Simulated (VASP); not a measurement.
Ta: relaxation of cell and atoms with PBE

Ta:

```
CELL_PARAMETERS angstrom
2.71000 0.00000 0.00000
0.00000 2.71000 0.00000
0.00000 0.00000 2.71000
ATOMIC_POSITIONS crystal
Ta 0.00000 0.00000 0.00000
```

| Property | Result |
| --- | --- |
| Program | VASP 6.6.1 |
| Task | relaxation of cell and atoms |
| Functional | PBE |
| Potentials or basis | VASP PAW PBE potentials, release 64 (Ta_pv) |
| Cutoff | 600 eV |
| k mesh | 17 × 17 × 17 |
| Occupations | fermi-dirac, width 0.05 eV |
| Spin | no spin polarisation |
| Target pressure | 20 GPa |
| Dipole correction | no |
| Further INCAR settings | ALGO = Normal; EDIFF = 1e-06; IBRION = 2; EDIFFG = -0.01; NSW = 80; ISIF = 3 |

```json
{
  "Relaxed volume": "18.49 Å³/atom",
  "Relaxed cell": "a = 2.644 Å, b = 2.644 Å, c = 2.644 Å, α = 90.00°, β = 90.00°, γ = 90.00°",
  "Space group after relaxing (to 0.05 Å)": "Pm-3m (No. 221)",
  "Energy change on relaxing (the enthalpy is what falls)": "+110.0 meV/atom",
  "Ionic steps": "7",
  "Pressure after relaxing": "20.0 GPa"
}
```

Step by step:
| step | energy change (eV) | largest force (eV/Å) | pressure (GPa) | volume (Å³) |
| --- | --- | --- | --- | --- |
| 1 | 0.0000 | 0.0000 | 5.77 | 19.90 |
| 2 | 1.0438 | 0.0000 | 80.12 | 15.23 |
| 3 | 0.0974 | 0.0000 | 18.78 | 18.59 |
| 4 | 0.1078 | 0.0000 | 19.79 | 18.51 |
| 5 | 0.1112 | 0.0000 | 20.12 | 18.48 |
| 6 | 0.1071 | 0.0000 | 19.77 | 18.51 |
| 7 | 0.1100 | 0.0000 | 20.02 | 18.49 |

Final structure:
```xyz
1
Lattice="2.6443 0.0000 0.0000 0.0000 2.6443 0.0000 0.0000 0.0000 2.6443" Properties=species:S:1:pos:R:3 pbc="T T T"
Ta    0.0000    0.0000    2.6443
```

Levels at points of the mesh, in eV from the Fermi level:
```tsv
k point	band 3	band 4	band 5	band 6	band 7	band 8	band 9
(0.00, 0.00, 0.00)	-33.04	-7.63	-2.98	-2.98	6.99	6.99	6.99
```

It took 52 s on 1 thread of Intel Xeon 6975P-C, on a shared host, peak memory 0.18 GiB.

Caveat: the cell is relaxed towards a set pressure, so the enthalpy falls and the energy may rise; spin-orbit coupling is left out, which moves the levels of the heavy elements.
